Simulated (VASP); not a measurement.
Here is a VASP 6.6.1 calculation.

INCAR

```
PREC = Accurate ; ENCUT = 520
EDIFF = 1E-6 ; ISMEAR = -1
SIGMA = 0.08 ; LREAL = F
LASPH = T ; NELM = 60
ALGO = Normal ; ISIF = 2
LWAVE = F ; LCHARG = F
GGA = CA ; NBANDS = 12
```

File KPOINTS:

```
Automatic mesh
0
Gamma
  12 12 12
```

POSCAR

```
Li
1.0
    1.5349939760      0.8862291852      7.5883000000
   -1.5349939760      0.8862291852      7.5883000000
    0.0000000000     -1.7724583706      7.5883000000
Li
3
Direct
    0.0000000000      0.0000000000      0.0000000000
    0.2220000000      0.2220000000      0.2220000000
    0.7780000000      0.7780000000      0.7780000000
```

Potentials or basis: VASP PAW LDA potentials, release 64 (Li_sv).

The run is started by

```console
$ cat potpaw_LDA.64/Li_sv/POTCAR > POTCAR
$ mpirun -np 1 vasp_std > vasp.out
```

(1) Predict the band gap on the k mesh.

(2) Predict the largest force.

Answers

(1) zero (an odd number of electrons rules out a gap without spin polarisation).

(2) 0.009 eV/Å.

Caveat: the cell differs from its parent crystal (equal xx and yy strain of -1 %).
